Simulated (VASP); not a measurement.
# SrMg3O4 (P4/mmm) in VASP: single point with PBEsol

Aim: the single point of SrMg3O4 with PBEsol.

All numbers are computed with VASP 6.6.1; they aren't measurements. Logs are shortened: lines on timing, memory, paths and dates and some standing lists are left out, and cuts for length are marked.

## (1) The cell of the first run

It takes space group P4/mmm (No. 123, tetragonal). The conventional cell has a = 3.301 Å, b = 3.301 Å, c = 8.980 Å, α = 90.00°, β = 90.00°, γ = 90.00°. Sr (site symmetry 4/mmm) has 6 O at 2.33 to 2.47 Å within 3.1 Å. Mg (site symmetry 4mm) has 6 O at 2.04 to 2.45 Å within 2.7 Å. Within 2.7 Å of Mg (site symmetry 4/mmm) lie 6 O at 2.02 to 2.33 Å. O (site symmetry 4mm) has 5 Mg at 2.02 to 2.33 Å and 1 Sr at 2.47 Å within 2.7 Å. O (site symmetry 4/mmm) has 4 Sr at 2.33 Å and 2 Mg at 2.45 Å within 3.1 Å. Within 2.7 Å of O (site symmetry 4/mmm) lie 6 Mg at 2.04 to 2.33 Å.

## (2) Single point, PBEsol

INCAR reads:

```
PREC = Accurate
ENCUT = 520
EDIFF = 1E-7
ISMEAR = 1
SIGMA = 0.05
LREAL = F
LASPH = T
NELM = 100
ALGO = Normal
ISIF = 2
LWAVE = F
LCHARG = F
GGA = PS
NBANDS = 30
```

KPOINTS reads:

```
regular mesh
0
Gamma
  6 6 2
```

POSCAR reads:

```
SrMg3O4
1.0
    3.3014960000      0.0000000000      0.0000000000
    0.0000000000      3.3014960000      0.0000000000
    0.0000000000      0.0000000000      8.9796080000
Sr Mg O
1 3 4
Direct
    0.0000000000      0.0000000000      0.0000000000
    0.5000000000      0.5000000000      0.7276530000
    0.0000000000      0.0000000000      0.5000000000
    0.5000000000      0.5000000000      0.2723470000
    0.0000000000      0.0000000000      0.2749840000
    0.5000000000      0.5000000000      0.0000000000
    0.0000000000      0.0000000000      0.7250160000
    0.5000000000      0.5000000000      0.5000000000
```

Potentials or basis: VASP PAW PBE potentials, release 64 (Sr_sv, Mg, O).

Run with:

```sh
$ cat potpaw_PBE.64/Sr_sv/POTCAR potpaw_PBE.64/Mg/POTCAR potpaw_PBE.64/O/POTCAR > POTCAR
$ mpirun -np 1 vasp_std > vasp.out
```

OUTCAR:

```text
PREC = Accurate
   ENCUT = 520
   EDIFF = 1E-7
   ISMEAR = 1
   LREAL = F
   LASPH = T
   NELM = 100
   ISIF = 2
   GGA = PS

 ion  position               nearest neighbor table
   1  0.000  0.000  0.000-   6 2.33   6 2.33   6 2.33   6 2.33   7 2.47   5 2.47   4 3.38   4 3.38
                             2 3.38   4 3.38   2 3.38   2 3.38   4 3.38   2 3.38
   2  0.500  0.500  0.728-   8 2.04   7 2.33   7 2.33   7 2.33   7 2.33   6 2.45   3 3.10   3 3.10
                             3 3.10   3 3.10   1 3.38   1 3.38   1 3.38   1 3.38
   3  0.000  0.000  0.500-   5 2.02   7 2.02   8 2.33   8 2.33   8 2.33   8 2.33   4 3.10   4 3.10
                             2 3.10   4 3.10   2 3.10   2 3.10   4 3.10   2 3.10
   4  0.500  0.500  0.272-   8 2.04   5 2.33   5 2.33   5 2.33   5 2.33   6 2.45   3 3.10   3 3.10
                             3 3.10   3 3.10   1 3.38   1 3.38   1 3.38   1 3.38
   5  0.000  0.000  0.275-   3 2.02   4 2.33   4 2.33   4 2.33   4 2.33   1 2.47
   6  0.500  0.500  0.000-   1 2.33   1 2.33   1 2.33   1 2.33   4 2.45   2 2.45
   7  0.000  0.000  0.725-   3 2.02   2 2.33   2 2.33   2 2.33   2 2.33   1 2.47
   8  0.500  0.500  0.500-   2 2.04   4 2.04   3 2.33   3 2.33   3 2.33   3 2.33

  LATTYP: Found a simple tetragonal cell.
 ALAT       =     3.3014960000
 C/A-ratio  =     2.7198603300

  Lattice vectors:

 A1 = (   3.3014960000,   0.0000000000,   0.0000000000)
 A2 = (   0.0000000000,   3.3014960000,   0.0000000000)
 A3 = (   0.0000000000,   0.0000000000,   8.9796080000)

Analysis of symmetry for initial positions (statically):
=====================================================================
 Subroutine PRICEL returns:
 Original cell was already a primitive cell.

 Routine SETGRP: Setting up the symmetry group for a
 simple tetragonal supercell.

 Subroutine GETGRP returns: Found 16 space group operations
 (whereof 16 operations were pure point group operations)
 out of a pool of 16 trial point group operations.

The static configuration has the point symmetry D_4h.

Analysis of symmetry for dynamics (positions and initial velocities):
=====================================================================
 Subroutine PRICEL returns:
 Original cell was already a primitive cell.

 Routine SETGRP: Setting up the symmetry group for a
 simple tetragonal supercell.

 Subroutine GETGRP returns: Found 16 space group operations
 (whereof 16 operations were pure point group operations)
 out of a pool of 16 trial point group operations.

The dynamic configuration has the point symmetry D_4h.

 Subroutine INISYM returns: Found 16 space group operations
 (whereof 16 operations are pure point group operations),
 and found     1 'primitive' translations

----------------------------------------------------------------------------------------

                                     Primitive cell

  volume of cell :      97.8766

  direct lattice vectors                    reciprocal lattice vectors
     3.301496000  0.000000000  0.000000000     0.302892992  0.000000000  0.000000000
     0.000000000  3.301496000  0.000000000     0.000000000  0.302892992  0.000000000
     0.000000000  0.000000000  8.979608000     0.000000000  0.000000000  0.111363436

  length of vectors
     3.301496000  3.301496000  8.979608000     0.302892992  0.302892992  0.111363436

  position of ions in fractional coordinates (direct lattice)
     0.000000000  0.000000000  0.000000000
     0.500000000  0.500000000  0.727653000
     0.000000000  0.000000000  0.500000000
     0.500000000  0.500000000  0.272347000
     0.000000000  0.000000000  0.274984000
     0.500000000  0.500000000  0.000000000
     0.000000000  0.000000000  0.725016000
     0.500000000  0.500000000  0.500000000

  ion indices of the primitive-cell ions
   primitive index   ion index
                 1           1
                 2           2
                 3           3
                 4           4
                 5           5
                 6           6
                 7           7
                 8           8

----------------------------------------------------------------------------------------

 KPOINTS: regular mesh

Automatic generation of k-mesh.
 Grid dimensions read from file:
 generate k-points for:    6    6    2

 Generating k-lattice:

  Cartesian coordinates                     Fractional coordinates (reciprocal lattice)
     0.050482165  0.000000000  0.000000000     0.166666667  0.000000000  0.000000000
     0.000000000  0.050482165  0.000000000     0.000000000  0.166666667  0.000000000
     0.000000000  0.000000000  0.055681718     0.000000000  0.000000000  0.500000000

  Length of vectors
     0.050482165  0.050482165  0.055681718

  Shift w.r.t. Gamma in fractional coordinates (k-lattice)
     0.000000000  0.000000000  0.000000000

 Subroutine IBZKPT returns following result:
 ===========================================

 Found     20 irreducible k-points:

 Following reciprocal coordinates:
            Coordinates               Weight
  0.000000  0.000000  0.000000      1.000000
  0.166667  0.000000  0.000000      4.000000
  0.333333  0.000000  0.000000      4.000000
  0.500000  0.000000  0.000000      2.000000
  0.166667  0.166667  0.000000      4.000000
  0.333333  0.166667  0.000000      8.000000
[... 12 lines left out ...]
  0.500000  0.333333  0.500000      4.000000
  0.500000  0.500000  0.500000      1.000000
   k-points           NKPTS =     20   k-points in BZ     NKDIM =     20   number of bands    NBANDS=     30
   number of dos      NEDOS =    301   number of ions     NIONS =      8
   total plane-waves  NPLWV =  54880
   dimension x,y,z NGX =    28 NGY =   28 NGZ =   70
   dimension x,y,z NGXF=    56 NGYF=   56 NGZF=  140
   ions per type =               1   3   4
   NGX,Y,Z   is equivalent  to a cutoff of  14.10, 14.10, 12.96 a.u.
   NGXF,Y,Z  is equivalent  to a cutoff of  28.20, 28.20, 25.92 a.u.
 SYSTEM =  unknown system
   PREC   = accura    normal or accurate (medium, high low for compatibility)
   ISTART =      0    job   : 0-new  1-cont  2-samecut
   ICHARG =      2    charge: 1-file 2-atom 10-const
   ISPIN  =      1    spin polarized calculation?
   LNONCOLLINEAR =      F non collinear calculations
   LSORBIT =      F    spin-orbit coupling
   LASPH  =      T    aspherical Exc in radial PAW
   ENCUT  =  520.0 eV  38.22 Ry    6.18 a.u.   6.14  6.14 16.70*2*pi/ulx,y,z
   NELM   =    100;   NELMIN=  2; NELMDL= -5     # of ELM steps
   EDIFF  = 0.1E-06   stopping-criterion for ELM
   LREAL  =      F    real-space projection
   EDIFFG = 0.1E-05   stopping-criterion for IOM
   NSW    =      0    number of steps for IOM
   IBRION =     -1    ionic relax: 0-MD 1-quasi-New 2-CG
   NFREE  =      0    steps in history (QN), initial steepest desc. (CG)
   ISIF   =      2    stress and relaxation
   ISYM   =      2    0-nonsym 1-usesym 2-fastsym
   POTIM  = 0.5000    time-step for ionic-motion
   TEBEG  =    0.0;   TEEND  =   0.0 temperature during run
   PSTRESS=    0.0 pullay stress
   NELECT =      40.0000    total number of electrons
   NUPDOWN=      -1.0000    fix difference up-down
   EMIN   =  10.00;   EMAX   =-10.00  energy-range for DOS
   EFERMI =   0.00;   METHOD = LEGACY
   ISMEAR =     1;   SIGMA  =   0.05  broadening in eV -4-tet -1-fermi 0-gaus
   EFERMI_NEDOS =   21; number of points for ismear=-14 and -15
   IALGO  =     38    algorithm
   IMIX   =      4    mixing-type and parameters
     AMIX     =   0.40;   BMIX     =  1.00
     AMIX_MAG =   1.60;   BMIX_MAG =  1.00
  volume/ion in A,a.u.               =      12.23        82.56
  Fermi-wavevector in a.u.,A,eV,Ry     =   1.214885  2.295800 20.081460  1.475946
  Thomas-Fermi vector in A             =   2.350290
   LORBIT       =      0    0 simple, 1 ext, 2 COOP (PROOUT), +10 PAW based schemes
   GGA     = PS    functional components
   LHFCALC =     F    Hartree Fock is set to
   AEXX    =    0.0000 exact exchange contribution
   IVDW    =     0    specifies the selected vdW correction
   LEPSILON=     F    determine dielectric tensor
   LRPA    =     F    only Hartree local field effects (RPA)
 non-spin polarized calculation
 Methfessel and Paxton  Order N= 1 SIGMA  =   0.05
  energy-cutoff  :      520.00
  volume of cell :       97.88
 maximum number of plane-waves:      2672
 NGX is ok and might be reduce to    28
   NGX = 13   NGY = 13   NGZ = 33

 number of electron      40.0000017 magnetization

 Free energy of the ion-electron system (eV)
  ---------------------------------------------------
  ext. energy  EPLUGINS =         0.00000000
  ---------------------------------------------------
  free energy    TOTEN  =       -48.08304413 eV

  energy without entropy =      -48.08321058  energy(sigma->0) =      -48.08309961

 E-fermi :   2.6460     XC(G=0): -10.5410

 val. band max:        2.6078800178   @ k =   0.5000   0.5000   0.0000
 cond. band min:       4.6737121896   @ k =   0.0000   0.0000   0.0000
 fundamental gap:      2.0658321718
 Fermi energy:         2.6459774105

 k-point     1 :       0.0000    0.0000    0.0000
  band No.  band energies     occupation
      1     -29.0369      2.00000
      2     -14.4245      2.00000
      3     -14.2416      2.00000
      4     -13.4905      2.00000
      5     -13.1751      2.00000
      6     -11.0419      2.00000
[... 22 lines left out ...]
     29      11.7761      0.00000
     30      12.5419      0.00000

 k-point     2 :       0.1667    0.0000    0.0000
  band No.  band energies     occupation
      1     -28.9951      2.00000
      2     -14.3154      2.00000
      3     -14.1739      2.00000
      4     -13.7687      2.00000
      5     -13.4756      2.00000
      6     -10.9942      2.00000
[... 22 lines left out ...]
     29      12.4210      0.00000
     30      12.9977      0.00000

 k-point     3 :       0.3333    0.0000    0.0000
  band No.  band energies     occupation
      1     -28.9096      2.00000
      2     -14.6006      2.00000
      3     -14.0334      2.00000
      4     -14.0245      2.00000
      5     -13.5353      2.00000
      6     -10.8961      2.00000
[... 550 lines left out ...]
     29      11.9305      0.00000
     30      12.4718      0.00000

 k-point    20 :       0.5000    0.5000    0.5000
  band No.  band energies     occupation
      1     -28.7296      2.00000
      2     -13.8072      2.00000
      3     -13.5479      2.00000
      4     -13.4877      2.00000
      5     -13.3538      2.00000
      6     -11.9956      2.00000
[... 22 lines left out ...]
     29      12.1260      0.00000
     30      12.3682      0.00000

------------------------ aborting loop because EDIFF is reached ----------------------------------------

  FORCE on cell =-STRESS in cart. coord.  units (eV):
  Direction    XX          YY          ZZ          XY          YZ          ZX
  --------------------------------------------------------------------------------------
  -------------------------------------------------------------------------------------
  Total       -2.4576223     -2.4576223     -2.8696615      0.0000000      0.0000000      0.0000000
  in kB      -40.2297006    -40.2297006    -46.9745174      0.0000000      0.0000000      0.0000000
  external PRESSURE =     -42.4779729 kB  Pullay stress =       0.0000000 kB

 VOLUME and BASIS-vectors are now :
 -----------------------------------------------------------------------------
  energy-cutoff  :      520.00
  volume of cell :       97.88
      direct lattice vectors                 reciprocal lattice vectors
     3.301496000  0.000000000  0.000000000     0.302892992  0.000000000  0.000000000
     0.000000000  3.301496000  0.000000000     0.000000000  0.302892992  0.000000000
     0.000000000  0.000000000  8.979608000     0.000000000  0.000000000  0.111363436

 POSITION                                       TOTAL-FORCE (eV/Angst)
 -----------------------------------------------------------------------------------
      0.00000      0.00000      0.00000        -0.000000      0.000000      0.000000
      1.65075      1.65075      6.53404         0.000000      0.000000     -0.116046
      0.00000      0.00000      4.48980        -0.000000      0.000000      0.000000
      1.65075      1.65075      2.44557        -0.000000     -0.000000      0.116046
      0.00000      0.00000      2.46925        -0.000000      0.000000      0.050586
      1.65075      1.65075      0.00000        -0.000000      0.000000      0.000000
      0.00000      0.00000      6.51036         0.000000      0.000000     -0.050586
      1.65075      1.65075      4.48980        -0.000000      0.000000      0.000000
 -----------------------------------------------------------------------------------
    total drift:                                0.000000      0.000000      0.000000

  FREE ENERGIE OF THE ION-ELECTRON SYSTEM (eV)
  ---------------------------------------------------
  free  energy   TOTEN  =       -48.0830441340 eV

  energy  without entropy=      -48.0832105755  energy(sigma->0) =      -48.08309961
```

It took 60 s on 1 thread of Intel Xeon Platinum 8488C (Sapphire Rapids), shared host; peak memory 0.25 GiB.

Results:

```yaml
Free_energy: -48.0830 eV
Pressure: -4.2 GPa
Largest_force: 0.116 eV/Å
Band_gap_on_the_k_mesh: 2.07 eV, indirect (least direct gap 2.26 eV)
```

Forces on the atoms (eV/Å):
```
Sr   0.000  0.000  0.000
Mg   0.000  0.000 -0.116
Mg   0.000  0.000  0.000
Mg   0.000  0.000  0.116
O    0.000  0.000  0.051
O    0.000  0.000  0.000
O    0.000  0.000 -0.051
O    0.000  0.000  0.000
```

Levels at points of the mesh, in eV from the valence-band top:
| k point | band 16 | band 17 | band 18 | band 19 | band 20 | band 21 | band 22 | band 23 | band 24 | band 25 |
| --- | --- | --- | --- | --- | --- | --- | --- | --- | --- | --- |
| (0.00, 0.00, 0.00) | -0.99 | -0.93 | -0.93 | -0.19 | -0.19 | 2.07 | 4.00 | 4.74 | 5.71 | 7.80 |
| (0.50, 0.00, 0.00) | -1.65 | -1.48 | -1.43 | -1.39 | -1.35 | 5.78 | 6.12 | 6.23 | 6.57 | 6.75 |
| (0.50, 0.50, 0.00) | -1.94 | -1.91 | -1.44 | 0.00 | 0.00 | 4.83 | 4.83 | 5.94 | 7.99 | 8.26 |
| (0.00, 0.00, 0.50) | -1.56 | -0.97 | -0.97 | -0.20 | -0.20 | 3.18 | 3.28 | 4.01 | 6.60 | 7.52 |
| (0.50, 0.00, 0.50) | -1.75 | -1.49 | -1.42 | -1.39 | -1.16 | 5.75 | 6.08 | 6.26 | 6.44 | 6.97 |
| (0.50, 0.50, 0.50) | -2.04 | -1.99 | -1.79 | -0.01 | -0.01 | 4.94 | 4.94 | 6.43 | 7.16 | 8.65 |

Caveat: the PAW data sets were made with another functional, which shifts forces and pressure a little.
